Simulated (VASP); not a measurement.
# ZnAu (P1) in VASP: single point with PBE

Aim: the single point of ZnAu with PBE.

Program: VASP 6.6.1. These are calculated values, not measurements. Logs are shortened: lines on timing, memory, paths and dates and some standing lists are left out, and cuts for length are marked.

## 1. The cell of the first run

The typed cell holds 2 atoms: a = 3.160 Å, b = 3.163 Å, c = 3.243 Å, α = 91.51°, β = 88.13°, γ = 92.29°.

## 2. Single point, PBE (atoms moved at random and the cell strained at random)

File INCAR:

```
SYSTEM = ZnAu
PREC = Accurate
ENCUT = 520
EDIFF = 1E-6
ISMEAR = 0
SIGMA = 0.1
LREAL = .False.
LASPH = .True.
NELM = 60
ALGO = Fast
ISIF = 2
LWAVE = .False.
LCHARG = .False.
GGA = PE
NBANDS = 18
```

File KPOINTS:

```
Automatic mesh
0
Gamma
  12 12 12
  0 0 0
```

File POSCAR:

```
ZnAu
1.0
    3.1592418300     -0.0629400000      0.0518625600
   -0.0629400000      3.1616335500     -0.0417606900
    0.0518625600     -0.0417606900      3.2420394000
Zn Au
1 1
Direct
    0.5212615189      0.4693358754      0.4703431840
   -0.0212615189      0.0306641246      0.0296568160
```

Potentials or basis: VASP PAW PBE potentials, release 64 (Zn, Au).

Started as:

```console
cat potpaw_PBE.64/Zn/POTCAR potpaw_PBE.64/Au/POTCAR > POTCAR
mpirun -np 1 vasp_std > vasp.out
```

OUTCAR:

```text
SYSTEM = ZnAu
   PREC = Accurate
   ENCUT = 520
   EDIFF = 1E-6
   ISMEAR = 0
   LREAL = .False.
   LASPH = .True.
   NELM = 60
   ISIF = 2
   GGA = PE

 ion  position               nearest neighbor table
   1  0.521  0.469  0.470-   2 2.44   2 2.60   2 2.66   2 2.79   2 2.81   2 2.89   2 2.94   2 3.04

   2  0.979  0.031  0.030-   1 2.44   1 2.60   1 2.66   1 2.79   1 2.81   1 2.89   1 2.94   1 3.04

  LATTYP: Found a triclinic cell.
 ALAT       =     4.4534798485
 B/A-ratio  =     0.7096235786
 C/A-ratio  =     1.0035741848
 COS(alpha) =     0.0046292576
 COS(beta)  =     0.5179743400
 COS(gamma) =     0.6858486780

  Lattice vectors:

 A1 = (   3.1073792700,  -0.0211793100,  -3.1901768400)
 A2 = (   3.1592418300,  -0.0629400000,   0.0518625600)
 A3 = (   0.0110774400,  -3.1198728600,  -3.2002787100)

Analysis of symmetry for initial positions (statically):
=====================================================================
 Subroutine PRICEL returns:
 Original cell was already a primitive cell.

 Routine SETGRP: Setting up the symmetry group for a
 triclinic supercell.

 Subroutine GETGRP returns: Found  1 space group operations
 (whereof  1 operations were pure point group operations)
 out of a pool of  2 trial point group operations.

The static configuration has the point symmetry C_1 .

Analysis of symmetry for dynamics (positions and initial velocities):
=====================================================================
 Subroutine PRICEL returns:
 Original cell was already a primitive cell.

 Routine SETGRP: Setting up the symmetry group for a
 triclinic supercell.

 Subroutine GETGRP returns: Found  1 space group operations
 (whereof  1 operations were pure point group operations)
 out of a pool of  2 trial point group operations.

The dynamic configuration has the point symmetry C_1 .

 Subroutine INISYM returns: Found  1 space group operations
 (whereof  1 operations are pure point group operations),
 and found     1 'primitive' translations

----------------------------------------------------------------------------------------

                                     Primitive cell

  volume of cell :      32.3561

  direct lattice vectors                    reciprocal lattice vectors
     3.159241830 -0.062940000  0.051862560     0.316737807  0.006239572 -0.004986449
    -0.062940000  3.161633550 -0.041760690     0.006239572  0.316468930  0.003976621
     0.051862560 -0.041760690  3.242039400    -0.004986449  0.003976621  0.308578815

  length of vectors
     3.160294307  3.162535708  3.242723107     0.316838500  0.316555412  0.308644720

  position of ions in fractional coordinates (direct lattice)
     0.521261519  0.469335875  0.470343184
     0.978738481  0.030664125  0.029656816

  ion indices of the primitive-cell ions
   primitive index   ion index
                 1           1
                 2           2

----------------------------------------------------------------------------------------

 KPOINTS: Automatic mesh

Automatic generation of k-mesh.
 Grid dimensions read from file:
 generate k-points for:   12   12   12

 Generating k-lattice:

  Cartesian coordinates                     Fractional coordinates (reciprocal lattice)
     0.026394817  0.000519964 -0.000415537     0.083333333 -0.000000000  0.000000000
     0.000519964  0.026372411  0.000331385    -0.000000000  0.083333333  0.000000000
    -0.000415537  0.000331385  0.025714901    -0.000000000  0.000000000  0.083333333

  Length of vectors
     0.026403208  0.026379618  0.025720393

  Shift w.r.t. Gamma in fractional coordinates (k-lattice)
     0.000000000  0.000000000  0.000000000

 Subroutine IBZKPT returns following result:
 ===========================================

 Found    868 irreducible k-points:

 Following reciprocal coordinates:
            Coordinates               Weight
  0.000000  0.000000  0.000000      1.000000
  0.083333  0.000000  0.000000      2.000000
  0.166667  0.000000 -0.000000      2.000000
  0.250000  0.000000 -0.000000      2.000000
  0.333333  0.000000  0.000000      2.000000
  0.416667  0.000000  0.000000      2.000000
[... 16 lines left out ...]
  0.250000  0.166667 -0.000000      2.000000
  0.333333  0.166667 -0.000000      2.000000
 [... further k-points ...]
   k-points           NKPTS =    868   k-points in BZ     NKDIM =    868   number of bands    NBANDS=     18
   number of dos      NEDOS =    301   number of ions     NIONS =      2
   total plane-waves  NPLWV =  13824
   dimension x,y,z NGX =    24 NGY =   24 NGZ =   24
   dimension x,y,z NGXF=    48 NGYF=   48 NGZF=   48
   ions per type =               1   1
   NGX,Y,Z   is equivalent  to a cutoff of  12.63, 12.62, 12.30 a.u.
   NGXF,Y,Z  is equivalent  to a cutoff of  25.25, 25.23, 24.61 a.u.
 SYSTEM =  ZnAu
   PREC   = accura    normal or accurate (medium, high low for compatibility)
   ISTART =      0    job   : 0-new  1-cont  2-samecut
   ICHARG =      2    charge: 1-file 2-atom 10-const
   ISPIN  =      1    spin polarized calculation?
   LNONCOLLINEAR =      F non collinear calculations
   LSORBIT =      F    spin-orbit coupling
   LASPH  =      T    aspherical Exc in radial PAW
   ENCUT  =  520.0 eV  38.22 Ry    6.18 a.u.   5.88  5.88  6.03*2*pi/ulx,y,z
   NELM   =     60;   NELMIN=  2; NELMDL= -5     # of ELM steps
   EDIFF  = 0.1E-05   stopping-criterion for ELM
   LREAL  =      F    real-space projection
   EDIFFG = 0.1E-04   stopping-criterion for IOM
   NSW    =      0    number of steps for IOM
   IBRION =     -1    ionic relax: 0-MD 1-quasi-New 2-CG
   NFREE  =      0    steps in history (QN), initial steepest desc. (CG)
   ISIF   =      2    stress and relaxation
   ISYM   =      2    0-nonsym 1-usesym 2-fastsym
   POTIM  = 0.5000    time-step for ionic-motion
   TEBEG  =    0.0;   TEEND  =   0.0 temperature during run
   PSTRESS=    0.0 pullay stress
   NELECT =      23.0000    total number of electrons
   NUPDOWN=      -1.0000    fix difference up-down
   EMIN   =  10.00;   EMAX   =-10.00  energy-range for DOS
   EFERMI =   0.00;   METHOD = LEGACY
   ISMEAR =     0;   SIGMA  =   0.10  broadening in eV -4-tet -1-fermi 0-gaus
   EFERMI_NEDOS =   21; number of points for ismear=-14 and -15
   IALGO  =     68    algorithm
   IMIX   =      4    mixing-type and parameters
     AMIX     =   0.40;   BMIX     =  1.00
     AMIX_MAG =   1.60;   BMIX_MAG =  1.00
  volume/ion in A,a.u.               =      16.18       109.17
  Fermi-wavevector in a.u.,A,eV,Ry     =   1.461051  2.760986 29.043957  2.134671
  Thomas-Fermi vector in A             =   2.577428
   LORBIT       =      0    0 simple, 1 ext, 2 COOP (PROOUT), +10 PAW based schemes
   GGA     = PE    functional components
   LHFCALC =     F    Hartree Fock is set to
   AEXX    =    0.0000 exact exchange contribution
   IVDW    =     0    specifies the selected vdW correction
   LEPSILON=     F    determine dielectric tensor
   LRPA    =     F    only Hartree local field effects (RPA)
 non-spin polarized calculation
 RMM-DIIS sequential band-by-band and
 Gauss-broadening in eV      SIGMA  =   0.10
  energy-cutoff  :      520.00
  volume of cell :       32.36
 maximum number of plane-waves:       892
   NGX = 11   NGY = 11   NGZ = 13

 number of electron      22.9999997 magnetization

 Free energy of the ion-electron system (eV)
  ---------------------------------------------------
  ext. energy  EPLUGINS =         0.00000000
  ---------------------------------------------------
  free energy    TOTEN  =        -4.55731170 eV

  energy without entropy =       -4.55491383  energy(sigma->0) =       -4.55611277

 E-fermi :   6.6768     XC(G=0): -12.1379

 val. band max:        6.6763148356   @ k =  -0.4167   0.2500   0.5000
 cond. band min:       6.6902070127   @ k =   0.4167  -0.1667   0.3333
 fundamental gap:      0.0138921771
 Fermi energy:         6.6768400702

 k-point     1 :       0.0000    0.0000    0.0000
  band No.  band energies     occupation
      1      -3.6504      2.00000
      2      -1.3732      2.00000
      3      -1.3423      2.00000
      4      -0.8691      2.00000
      5      -0.7606      2.00000
      6      -0.6179      2.00000
[... 10 lines left out ...]
     17      18.5506      0.00000
     18      24.2441      0.00000

 k-point     2 :       0.0833    0.0000    0.0000
  band No.  band energies     occupation
      1      -3.5283      2.00000
      2      -1.3372      2.00000
      3      -1.3258      2.00000
      4      -0.8688      2.00000
      5      -0.7556      2.00000
      6      -0.6232      2.00000
[... 10 lines left out ...]
     17      19.2022      0.00000
     18      24.1454      0.00000

 k-point     3 :       0.1667    0.0000   -0.0000
  band No.  band energies     occupation
      1      -3.1699      2.00000
      2      -1.2798      2.00000
      3      -1.2394      2.00000
      4      -0.8674      2.00000
      5      -0.7432      2.00000
      6      -0.6379      2.00000
[... 10 lines left out ...]
     17      21.0425      0.00000
     18      23.5111      0.00000

 k-point     4 :       0.2500    0.0000   -0.0000
  band No.  band energies     occupation
      1      -2.6020      2.00000
      2      -1.2124      2.00000
      3      -1.1072      2.00000
      4      -0.8622      2.00000
      5      -0.7344      2.00000
      6      -0.6555      2.00000
[... 10 lines left out ...]
     17      21.8817      0.00000
     18      22.8093      0.00000

 k-point     5 :       0.3333    0.0000    0.0000
  band No.  band energies     occupation
      1      -1.8886      2.00000
      2      -1.1355      2.00000
      3      -0.9738      2.00000
      4      -0.8458      2.00000
      5      -0.7490      2.00000
      6      -0.6618      2.00000
[... 10 lines left out ...]
     17      20.2665      0.00000
     18      21.4303      0.00000

 k-point     6 :       0.4167    0.0000    0.0000
  band No.  band energies     occupation
      1      -1.2285      2.00000
      2      -1.0641      2.00000
      3      -0.8882      2.00000
      4      -0.7955      2.00000
      5      -0.7346      2.00000
      6      -0.6519      2.00000
[... 10 lines left out ...]
     17      18.8649      0.00000
     18      20.0835      0.00000

 k-point     7 :       0.5000    0.0000   -0.0000
  band No.  band energies     occupation
      1      -1.0437      2.00000
      2      -1.0095      2.00000
      3      -0.8753      2.00000
      4      -0.8115      2.00000
      5      -0.6687      2.00000
      6      -0.5086      2.00000
[... 10 lines left out ...]
     17      18.3470      0.00000
     18      19.2094      0.00000

 k-point     8 :      -0.0000    0.0833   -0.0000
  band No.  band energies     occupation
      1      -3.5296      2.00000
      2      -1.3532      2.00000
      3      -1.3096      2.00000
      4      -0.8671      2.00000
      5      -0.7569      2.00000
      6      -0.6228      2.00000
[... 10 lines left out ...]
     17      19.0938      0.00000
     18      24.2268      0.00000
[... 229 lines left out ...]
     17      19.2834      0.00000
     18      23.9172      0.00000

 k-point    20 :      -0.0000    0.1667   -0.0000
  band No.  band energies     occupation
      1      -3.1752      2.00000
      2      -1.3010      2.00000
      3      -1.2172      2.00000
      4      -0.8621      2.00000
      5      -0.7472      2.00000
      6      -0.6355      2.00000
[... 10 lines left out ...]
     17      20.9093      0.00000
     18      23.6163      0.00000

 k-point    21 :       0.0833    0.1667   -0.0000
  band No.  band energies     occupation
      1      -3.0403      2.00000
      2      -1.2667      2.00000
      3      -1.2014      2.00000
      4      -0.8790      2.00000
      5      -0.7106      2.00000
      6      -0.6545      2.00000
[... 10 lines left out ...]
     17      20.9381      0.00000
     18      23.5609      0.00000

 k-point    22 :       0.1667    0.1667   -0.0000
  band No.  band energies     occupation
      1      -2.6879      2.00000
      2      -1.1907      2.00000
      3      -1.1470      2.00000
      4      -0.8928      2.00000
      5      -0.6907      2.00000
      6      -0.6782      2.00000
[... 10 lines left out ...]
     17      21.0286      0.00000
     18      22.3581      0.00000

 k-point    23 :       0.2500    0.1667   -0.0000
  band No.  band energies     occupation
      1      -2.1688      2.00000
      2      -1.1332      2.00000
      3      -1.0342      2.00000
      4      -0.8885      2.00000
      5      -0.7141      2.00000
      6      -0.6636      2.00000
[... 10 lines left out ...]
     17      21.0702      0.00000
     18      22.1085      0.00000

 k-point    24 :       0.3333    0.1667   -0.0000
  band No.  band energies     occupation
      1      -1.6203      2.00000
      2      -1.0944      2.00000
      3      -0.9342      2.00000
      4      -0.8610      2.00000
      5      -0.7306      2.00000
      6      -0.5539      2.00000
[... 10 lines left out ...]
     17      20.2634      0.00000
     18      21.4584      0.00000

 [... further k-points ...]

------------------------ aborting loop because EDIFF is reached ----------------------------------------

  FORCE on cell =-STRESS in cart. coord.  units (eV):
  Direction    XX          YY          ZZ          XY          YZ          ZX
  --------------------------------------------------------------------------------------
  -------------------------------------------------------------------------------------
  Total        1.2454602      1.0622654      0.9055610     -0.2974094      0.8891946     -0.7686653
  in kB       61.6714868     52.6002265     44.8406864    -14.7268276     44.0302715    -38.0620229
  external PRESSURE =      53.0374666 kB  Pullay stress =       0.0000000 kB

 VOLUME and BASIS-vectors are now :
 -----------------------------------------------------------------------------
  energy-cutoff  :      520.00
  volume of cell :       32.36
      direct lattice vectors                 reciprocal lattice vectors
     3.159241830 -0.062940000  0.051862560     0.316737807  0.006239572 -0.004986449
    -0.062940000  3.161633550 -0.041760690     0.006239572  0.316468930  0.003976621
     0.051862560 -0.041760690  3.242039400    -0.004986449  0.003976621  0.308578815

 POSITION                                       TOTAL-FORCE (eV/Angst)
 -----------------------------------------------------------------------------------
      1.64164      1.43142      1.53231        -0.600483      0.803727      0.989912
      3.09168      0.03411      0.14563         0.600483     -0.803727     -0.989912
 -----------------------------------------------------------------------------------
    total drift:                                0.000110     -0.000655     -0.000719

  FREE ENERGIE OF THE ION-ELECTRON SYSTEM (eV)
  ---------------------------------------------------
  free  energy   TOTEN  =        -4.5573117029 eV

  energy  without entropy=       -4.5549138287  energy(sigma->0) =       -4.55611277
```

Run time: 6.9 min. Hardware: 1 thread of Intel Xeon Platinum 8259CL at 2.50GHz (Skylake/Cascade Lake), shared host; peak memory 0.59 GiB.

Results:

- Free energy: -4.5573 eV
- Pressure: 5.3 GPa
- Largest force: 1.409 eV/Å
- Band gap on the k mesh: zero (an odd number of electrons rules out a gap without spin polarisation)

Forces in eV/Å, atoms in the order of the input:
```
Zn  -0.600  0.804  0.990
Au   0.600 -0.804 -0.990
```

Caveat: the cell differs from its parent crystal (atoms moved at random and the cell strained at random); the cell stands under pressure; spin-orbit coupling is left out, which moves the levels of the heavy elements; forces of over 1 eV/Å act on the atoms, so gaps and moduli don't describe the material at rest.
